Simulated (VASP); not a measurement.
Runs of VASP 6.6.1 on SiNi2. The structure is that of space group P6_3/mmc (No. 194), or close to it. The cells are those of the table. 

| task | cell | cutoff (eV) | gap on the mesh (eV) | pressure (GPa) |
| --- | --- | --- | --- | --- |
| single point | a = 4.024, b = 4.024, c = 4.820 Å, angles 90.0, 90.0, 120.0°, 6 atoms | 520 | none | (a) |
| relaxation of cell and atoms | relaxed to 60 GPa from a = 3.656, b = 3.656, c = 4.601 Å, angles 90.0, 90.0, 120.0°, 6 atoms | 600 | none | 60.0 |
| single point | a = 4.102, b = 4.102, c = 4.780 Å, angles 90.0, 90.0, 120.0°, 6 atoms | 520 | none | -15.6 |
| single point | a = 4.102, b = 4.102, c = 4.749 Å, angles 90.0, 90.0, 120.0°, 6 atoms | 520 | none | -14.5 |
| relaxation of cell and atoms | relaxed to 30 GPa from a = 3.743, b = 3.743, c = 4.732 Å, angles 90.0, 90.0, 120.0°, 6 atoms | 600 | none | 30.0 |

Alike in all rows: level r2SCAN; potentials or basis VASP PAW PBE potentials, release 64 (Si, Ni); no spin polarisation; k mesh 12 × 12 × 8; smearing gaussian 0.1 eV.

Q: Fill in the values left out.

A: (a) -11.4.

Caveats: the PAW data sets were made with another functional, which shifts forces and pressure a little; the cell is relaxed towards a set pressure, so the run minimises the enthalpy, not the energy (at least some runs); the stress differs along the axes, from -17 to 0 GPa (at least some runs); the stress differs along the axes, from -24 to 0 GPa (at least some runs); the stress differs along the axes, from -23 to 3 GPa (at least some runs).

A gap of «none» marks levels without a gap at the run's occupations.
